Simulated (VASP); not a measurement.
CaC2, 3 atoms in the cell. The structure is orthorhombic, space group Immm (No. 71). The conventional cell has a = 3.790 Å, b = 4.887 Å, c = 5.360 Å, α = 90.00°, β = 90.00°, γ = 90.00°. Within 3.8 Å of Ca (site symmetry mmm) lie 12 C at 2.62 to 3.61 Å and 2 Ca at 3.79 Å. C (site symmetry m2m) has 1 C at 1.26 Å within 1.7 Å. 

```yaml
Program: VASP 6.6.1
Task: single point
Functional: r2SCAN
Potentials_or_basis: VASP PAW PBE potentials, release 64 (Ca_sv, C)
Cutoff: 520 eV
k_mesh: 8 × 8 × 8
Occupations: gaussian, width 0.05 eV
Spin: no spin polarisation
Dipole_correction: no
Further_INCAR_settings: ALGO = Normal; EDIFF = 1e-07; NBANDS = 16
```

Potentials or basis: VASP PAW PBE potentials, release 64 (Ca_sv, C).

Launch:

```bash
$ cat potpaw_PBE.64/Ca_sv/POTCAR potpaw_PBE.64/C/POTCAR > POTCAR
$ cp INCAR.step1 INCAR
$ mpirun -np 1 vasp_std > vasp.out
$ cp INCAR.step2 INCAR
$ mpirun -np 1 vasp_std > vasp.out
```

Hardware: 1 thread of AMD EPYC 7R13, with other jobs on the host.

Task: Estimate the wall time of this run.

Result: Run time: 12 min on 1 thread of AMD EPYC 7R13 (shared host), peak memory 0.19 GiB. Counts: k points 95.
